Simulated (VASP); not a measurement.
Here is a VASP 6.6.1 calculation.

Contents of INCAR:

```
ALGO = Normal
EDIFF = 1E-6
ENCUT = 520
GGA = PE
ISIF = 2
ISMEAR = -1
ISPIN = 2
ISYM = 0
LASPH = T
LCHARG = F
LMAXMIX = 4
LORBIT = 11
LREAL = F
LWAVE = F
MAGMOM = 0.71 0.71
NBANDS = 21
NELM = 150
PREC = Accurate
SIGMA = 0.1
```

The input KPOINTS:

```
k-points
0
Gamma
  11 6 11
```

The input POSCAR:

```
Ni
1.0
    0.0000000000      1.7671500000      1.7671500000
    3.5343000000      0.0000000000      3.5343000000
    1.7671500000      1.7671500000      0.0000000000
Ni
2
Direct
    0.0000000000      0.0000000000      0.0000000000
    0.0000000000      0.5000000000      0.0000000000
```

Potentials or basis: VASP PAW PBE potentials, release 64 (Ni).

Launch:

```console
$ cat potpaw_PBE.64/Ni/POTCAR > POTCAR
$ mpirun -np 1 vasp_std > vasp.out
```

Q: Estimate the site moments.

A: Ni +0.60 μB.

Q: Estimate the net moment.

A: 1.18 μB per cell.

Q: Estimate the pressure.

A: -2.5 GPa.

Stress tensor (GPa, compression positive):
```
-2.51 -0.06  0.14
-0.06 -2.43 -0.06
 0.14 -0.06 -2.51
```
